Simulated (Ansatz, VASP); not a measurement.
# CdTe in VASP and in Ansatz

```
Cd Te
1.0
     0.00000    3.05828    3.05828
     3.05828    0.00000    3.05828
     3.05828    3.05828    0.00000
Cd Te
1 1
Cartesian
  3.0583 3.0583 3.0583
  0.0000 0.0000 0.0000
```

Change from the starting cell: species swapped into the TmS type (Fm-3m, No. 225).

Alike in both runs: functional PBE; k mesh 6 × 6 × 6; occupations gaussian, width 0.2 eV; no spin polarisation.

Ansatz relaxed the structure, and its values are those at the end. VASP's run is a single point on that final structure, the one shown.

```csv
,VASP,Ansatz
version,VASP 6.6.1,Ansatz 0.2.0
potentials or method,"VASP PAW PBE potentials, release 64 (Cd, Te), cutoff 500 eV","scalar-relativistic, plane waves, PAW"
valence electrons in the cell,18,36
```

|  | VASP | Ansatz | Ansatz less VASP |
| --- | --- | --- | --- |
| gap on the k mesh at the Fermi level (eV) | none | none | - |
| pressure (GPa) | 0.5 | 0.3 | -0.16 |

A gap of «none» marks a metal or a gap that the smearing closes. The functional is the same, so the differences come from potentials, cutoffs and numerics. VASP's potentials hold 18 valence electrons a cell and Ansatz's 36, so a difference there can come from the potentials and not from the codes.

Spin-orbit coupling is off throughout.
